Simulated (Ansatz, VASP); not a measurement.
# One calculation of Si2C, two programs

```
Si C
1.0
     0.00000    2.68152    2.68152
     2.68152    0.00000    2.68152
     2.68152    2.68152    0.00000
Si C
2 1
Direct
  0.25000 0.25000 0.25000
  0.75000 0.75000 0.75000
  0.50000 0.50000 0.50000
```

Alike in both runs: functional PBE; k mesh 6 × 6 × 6; occupations gaussian, width 0.1 eV; no spin polarisation.

Ansatz relaxed the structure, and its values are those at the end. VASP's run is a single point on that final structure, the one shown.

```csv
,VASP,Ansatz
version,VASP 6.6.1,Ansatz 0.2.0
potentials or method,"VASP PAW PBE potentials, release 64 (Si, C), cutoff 520 eV","scalar-relativistic, plane waves, PAW"
valence electrons in the cell,12,12
```

|  | VASP | Ansatz | Ansatz less VASP |
| --- | --- | --- | --- |
| gap on the k mesh at the Fermi level (eV) | none | none | - |
| pressure (GPa) | 0.0 | 0.0 | -0.01 |

A gap of «none» marks a metal or a gap that the smearing closes.
